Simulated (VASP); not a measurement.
# Fe3Ge (Pm-3m) in VASP: further runs, part 2 of 2

VASP 6.6.1.

## 4. Single point, PBEsol, collinear spin, ferromagnetic start

Contents of INCAR:

```
PREC = Accurate
ENCUT = 600
EDIFF = 1E-6
ISMEAR = 0
SIGMA = 0.1
LREAL = False
LASPH = True
NELM = 200
ALGO = Normal
ISIF = 2
LWAVE = False
LCHARG = True
ISPIN = 2
MAGMOM = 4 4 4 0
LORBIT = 11
LMAXMIX = 4
GGA = PS
LELF = True
LVHAR = True
NBANDS = 31
GGA_COMPAT = False
```

Contents of KPOINTS:

```
regular mesh
0
Gamma
  6 6 6
```

Contents of POSCAR:

```
Fe3Ge
1.0
    3.6605005200      0.0000000000      0.0000000000
    0.0000000000      3.6605005200      0.0000000000
    0.0000000000      0.0000000000      3.6605005200
Fe Ge
3 1
Direct
    0.0000000000      0.5000000000      0.5000000000
    0.5000000000      0.5000000000      0.0000000000
    0.5000000000      0.0000000000      0.5000000000
    0.0000000000      0.0000000000      0.0000000000
```

Potentials or basis: VASP PAW PBE potentials, release 64 (Fe, Ge_d).

Run with:

```bash
$ cat potpaw_PBE.64/Fe/POTCAR potpaw_PBE.64/Ge_d/POTCAR > POTCAR
$ mpirun -np 1 vasp_std > vasp.out
```

OUTCAR:

```text
PREC = Accurate
   ENCUT = 600
   EDIFF = 1E-6
   ISMEAR = 0
   LREAL = False
   LASPH = True
   NELM = 200
   ISIF = 2
   ISPIN = 2
   LORBIT = 11
   GGA = PS

 ion  position               nearest neighbor table
   1  0.000  0.500  0.500-   2 2.59   3 2.59   4 2.59   2 2.59   4 2.59   3 2.59   4 2.59   4 2.59
                             2 2.59   3 2.59   2 2.59   3 2.59
   2  0.500  0.500  0.000-   1 2.59   3 2.59   4 2.59   1 2.59   3 2.59   3 2.59   4 2.59   3 2.59
                             1 2.59   4 2.59   1 2.59   4 2.59
   3  0.500  0.000  0.500-   1 2.59   2 2.59   4 2.59   2 2.59   4 2.59   1 2.59   2 2.59   2 2.59
                             1 2.59   4 2.59   4 2.59   1 2.59
   4  0.000  0.000  0.000-   1 2.59   2 2.59   3 2.59   1 2.59   3 2.59   1 2.59   2 2.59   1 2.59
                             2 2.59   3 2.59   3 2.59   2 2.59

  LATTYP: Found a simple cubic cell.
 ALAT       =     3.6605005200

  Lattice vectors:

 A1 = (   3.6605005200,   0.0000000000,   0.0000000000)
 A2 = (   0.0000000000,   3.6605005200,   0.0000000000)
 A3 = (   0.0000000000,   0.0000000000,   3.6605005200)

Analysis of symmetry for initial positions (statically):
=====================================================================
 Subroutine PRICEL returns:
 Original cell was already a primitive cell.

 Routine SETGRP: Setting up the symmetry group for a
 simple cubic supercell.

 Subroutine GETGRP returns: Found 48 space group operations
 (whereof 48 operations were pure point group operations)
 out of a pool of 48 trial point group operations.

The static configuration has the point symmetry O_h .

Analysis of symmetry for dynamics (positions and initial velocities):
=====================================================================
 Subroutine PRICEL returns:
 Original cell was already a primitive cell.

 Routine SETGRP: Setting up the symmetry group for a
 simple cubic supercell.
[... 165 lines left out ...]
  free energy    TOTEN  =       -32.13280816 eV

  energy without entropy =      -32.12002618  energy(sigma->0) =      -32.12641717

 E-fermi :   7.1610     XC(G=0): -13.0838

 val. band max:        7.1008400372   @ k =   0.5000   0.1667   0.1667
 cond. band min:       7.1845953038   @ k =   0.3333   0.3333   0.1667
 fundamental gap:      0.0837552666
 Fermi energy:         7.1609523572

 spin component 1

 k-point     1 :       0.0000    0.0000    0.0000
  band No.  band energies     occupation
      1     -17.5432      1.00000
      2     -17.5432      1.00000
      3     -17.5376      1.00000
      4     -17.5376      1.00000
      5     -17.5376      1.00000
      6      -4.9944      1.00000
[... 669 lines left out ...]
     30      22.6880      0.00000
     31      22.6880      0.00000
 Fermi energy:         7.1609523572

 spin component 2

 k-point     1 :       0.0000    0.0000    0.0000
  band No.  band energies     occupation
      1     -17.5679      1.00000
      2     -17.5679      1.00000
      3     -17.5601      1.00000
      4     -17.5601      1.00000
      5     -17.5601      1.00000
      6      -4.9400      1.00000
[... 669 lines left out ...]
     30      22.7400      0.00000
     31      22.7400      0.00000

------------------------ aborting loop because EDIFF is reached ----------------------------------------

  FORCE on cell =-STRESS in cart. coord.  units (eV):
  Direction    XX          YY          ZZ          XY          YZ          ZX
  --------------------------------------------------------------------------------------
  -------------------------------------------------------------------------------------
  Total       -3.4346719     -3.4346719     -3.4346719     -0.0000000     -0.0000000      0.0000000
  in kB     -112.1952361   -112.1952361   -112.1952361     -0.0000000     -0.0000000      0.0000000
  external PRESSURE =    -112.1952361 kB  Pullay stress =       0.0000000 kB

 VOLUME and BASIS-vectors are now :
 -----------------------------------------------------------------------------
  energy-cutoff  :      600.00
  volume of cell :       49.05
      direct lattice vectors                 reciprocal lattice vectors
     3.660500520  0.000000000  0.000000000     0.273186684  0.000000000  0.000000000
     0.000000000  3.660500520  0.000000000     0.000000000  0.273186684  0.000000000
     0.000000000  0.000000000  3.660500520     0.000000000  0.000000000  0.273186684

 POSITION                                       TOTAL-FORCE (eV/Angst)
 -----------------------------------------------------------------------------------
      0.00000      1.83025      1.83025         0.000000      0.000000      0.000000
      1.83025      1.83025      0.00000         0.000000      0.000000      0.000000
      1.83025      0.00000      1.83025         0.000000      0.000000      0.000000
      0.00000      0.00000      0.00000         0.000000      0.000000      0.000000
 -----------------------------------------------------------------------------------
    total drift:                                0.000000      0.000000     -0.000000

  FREE ENERGIE OF THE ION-ELECTRON SYSTEM (eV)
  ---------------------------------------------------
  free  energy   TOTEN  =       -32.1328081603 eV

  energy  without entropy=      -32.1200261773  energy(sigma->0) =      -32.12641717

 total charge

# of ion       s       p       d       tot
------------------------------------------
    1        0.430   0.500   6.279   7.209
    2        0.430   0.500   6.279   7.209
    3        0.430   0.500   6.279   7.209
    4        1.083   1.277  10.103  12.463
--------------------------------------------------
tot          2.372   2.778  28.941  34.091

 magnetization (x)

# of ion       s       p       d       tot
------------------------------------------
    1       -0.000  -0.010   2.204   2.193
    2       -0.000  -0.010   2.204   2.193
    3       -0.000  -0.010   2.204   2.193
    4        0.001  -0.146   0.008  -0.137
--------------------------------------------------
tot         -0.000  -0.177   6.619   6.442
```

OSZICAR:

```text
N       E                     dE             d eps       ncg     rms          rms(c)
DAV:   1     0.323888525648E+03    0.32389E+03   -0.18185E+04  2726   0.290E+03
DAV:   2     0.102980672502E+02   -0.31359E+03   -0.29115E+03  2480   0.562E+02
DAV:   3    -0.330537988977E+02   -0.43352E+02   -0.41118E+02  2711   0.161E+02
DAV:   4    -0.347572780884E+02   -0.17035E+01   -0.16998E+01  2893   0.375E+01
DAV:   5    -0.347807516743E+02   -0.23474E-01   -0.23472E-01  2746   0.405E+00    0.218E+01
DAV:   6    -0.335260375601E+02    0.12547E+01   -0.23239E+01  2936   0.669E+01    0.125E+01
DAV:   7    -0.322207984207E+02    0.13052E+01   -0.49633E+00  2807   0.336E+01    0.624E+00
DAV:   8    -0.321700835454E+02    0.50715E-01   -0.19835E-01  2768   0.336E+00    0.226E+00
DAV:   9    -0.321362456861E+02    0.33838E-01   -0.39704E-02  3299   0.216E+00    0.682E-01
DAV:  10    -0.321331109236E+02    0.31348E-02   -0.32645E-03  2795   0.674E-01    0.205E-01
DAV:  11    -0.321327893521E+02    0.32157E-03   -0.39751E-04  3307   0.246E-01    0.737E-02
DAV:  12    -0.321328042606E+02   -0.14909E-04   -0.57047E-05  2628   0.672E-02    0.351E-02
DAV:  13    -0.321328073999E+02   -0.31393E-05   -0.51424E-06  2930   0.263E-02    0.149E-02
DAV:  14    -0.321328081603E+02   -0.76040E-06   -0.12250E-06  1873   0.128E-02
   1 F= -.32132808E+02 E0= -.32126417E+02  d E =-.127820E-01  mag=     6.4560
```

stdout:

```text
POSCAR found type information on POSCAR FeGe
 POSCAR found :  2 types and       4 ions
 scaLAPACK will be used
 -----------------------------------------------------------------------------
|                                                                             |
|                                                                             |
|     You enforced a specific xc type in the INCAR file but a different       |
|     I HOPE YOU KNOW WHAT YOU ARE DOING!                                     |
|                                                                             |
 -----------------------------------------------------------------------------

 LDA part: xc-table for (Slater+PW92), standard interpolation
 POSCAR, INCAR and KPOINTS ok, starting setup
 FFT: planning ... GRIDC
 FFT: planning ... GRID_SOFT
 FFT: planning ... GRID
 WAVECAR not read
 entering main loop
```

It took 2.3 min on 1 thread of Oxide Virtual Turin-like, shared host; peak memory 0.19 GiB.

Results:

```yaml
Free_energy: -32.1328 eV
Pressure: -11.2 GPa
Net_moment: 6.46 μB per cell
Site_moments: Fe +2.19; Ge -0.14 μB
Valence_electrons_inside_the_program's_atomic_spheres: Fe 7.21; Ge 12.46
```

Caveat: the cell stands under tension; the PAW data sets were made with another functional, which shifts forces and pressure a little.

## 5. Summary

| fixed moment (μB) | k mesh | cutoff (eV) | pressure (GPa) | moment (μB) |
| --- | --- | --- | --- | --- |
| 9.38 | 12 × 12 × 12 | 520 | 8.4 | 9.38 |
| 11.25 | 12 × 12 × 12 | 520 | 26.1 | 11.25 |
| - | 6 × 6 × 6 | 600 | -11.2 | 6.46 |

Alike in all rows: task single point; level PBEsol; potentials or basis VASP PAW PBE potentials, release 64 (Fe, Ge_d); spin collinear, ferromagnetic start; cell as given; smearing gaussian 0.1 eV.

Caveats: the PAW data sets were made with another functional, which shifts forces and pressure a little; the cell stands under pressure (at least some runs); the total moment is fixed, so each spin has its own Fermi level and the state may be an excited one (at least some runs); the cell stands under tension (at least some runs).

Total energies depend on the potentials used, so only differences within one code and one set of settings carry meaning.
